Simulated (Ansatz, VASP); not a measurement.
Two plane-wave programs on MoW3

```
Mo W
1.0
     0.00000    3.17918    3.17918
     3.17918    0.00000    3.17918
     3.17918    3.17918    0.00000
Mo W
1 3
Direct
  0.00000 0.00000 0.00000
  0.75000 0.75000 0.75000
  0.50000 0.50000 0.50000
  0.25000 0.25000 0.25000
```

Change from the starting cell: species swapped into the Rb3Bi type (Fm-3m, No. 225).

Alike in both runs: task relaxation of cell and atoms; functional PBE; k mesh 12 × 12 × 12; occupations gaussian, width 0.1 eV; no spin polarisation.

```csv
,VASP,Ansatz
version,VASP 6.6.1,Ansatz 0.2.0
potentials or method,"VASP PAW PBE potentials, release 64 (Mo_sv, W_sv), cutoff 600 eV","scalar-relativistic, plane waves, PAW"
valence electrons in the cell,56,56
```

VASP gave:

* gap on the k mesh at the Fermi level, each at its own relaxed structure (eV): none
* relaxed volume (Å³/atom): 16.08
* relaxed length of the cell vector where the two differ most in proportion (Å): 4.497

Question: Estimate Ansatz's values.

Answer: gap on the k mesh at the Fermi level, each at its own relaxed structure (eV): none; relaxed volume (Å³/atom): 16.05; relaxed length of the cell vector where the two differ most in proportion (Å): 4.494.

A gap of «none» marks a metal or a gap that the smearing closes.

Spin-orbit coupling is off throughout.
